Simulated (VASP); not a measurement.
A run of VASP 6.6.1:

Contents of INCAR:

```
PREC = Accurate
ENCUT = 520
EDIFF = 1E-6
ISMEAR = -1
SIGMA = 0.1
LREAL = False
LASPH = True
NELM = 100
ALGO = Normal
ISIF = 2
LWAVE = False
LCHARG = False
GGA = PE
NBANDS = 19
```

KPOINTS

```
regular mesh
0
Gamma
  16 16 16
```

The input POSCAR:

```
Cd
1.0
   -2.5331822904      2.5331822904      1.3003684839
    2.5331822904     -2.5331822904      1.3003684839
    2.5331822904      2.5331822904     -1.3003684839
Cd
2
Direct
   -0.3750000000     -0.1250000000     -0.2500000000
    0.3750000000      0.1250000000      0.2500000000
```

Potentials or basis: VASP PAW PBE potentials, release 64 (Cd).

Command:

```console
$ cat potpaw_PBE.64/Cd/POTCAR > POTCAR
$ mpirun -np 1 vasp_std > vasp.out
```

Hardware: 1 thread of Intel(R) Xeon(R) 6975P-C (Granite Rapids), with other jobs on the host.

Problem. Estimate the wall time of this run.

Solution. It took 68 s on 1 thread of Intel(R) Xeon(R) 6975P-C (Granite Rapids) (shared host), peak memory 0.29 GiB. Counts: scf iterations 11, k points 349.
